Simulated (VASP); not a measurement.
The system is Ga2PN.

```
N Ga P
1.0
     3.35209    0.00000    0.00000
     0.00000    3.35209    0.00000
     0.00000    0.00000    4.73268
N Ga P
1 2 1
Direct
  0.00000 0.00000 0.00000
  0.00000 0.00000 0.50000
  0.50000 0.50000 0.00000
  0.50000 0.50000 0.50000
```

Program: VASP 6.6.1. Alike in all runs: task single point; potentials or basis VASP PAW PBE potentials, release 64 (N, Ga_d, P); no spin polarisation; cell as given; cutoff (eV) 520.

Order these runs on this cell by their pressure, lowest first.
A. level PBE; k mesh 6 × 6 × 4; smearing methfessel-paxton 0.2 eV
B. level PBE-based global hybrid with 100 % exact exchange; k mesh 4 × 4 × 2; smearing fermi-dirac 0.02 eV; grid for exact exchange (PRECFOCK) Normal; share of exact exchange 1
C. level HSE06; k mesh 4 × 4 × 2; smearing methfessel-paxton 0.5 eV; grid for exact exchange (PRECFOCK) Normal; share of exact exchange 0.25; screening parameter 0.2079 1/Å

B (-14.4 GPa), C (0.4 GPa), A (4.5 GPa).

Caveats: some runs use coarse meshes; the PAW data sets were made with another functional, which shifts forces and pressure a little (at least some runs); so wide a smearing shifts energies and pressures (at least some runs); the cell stands under pressure (at least some runs).
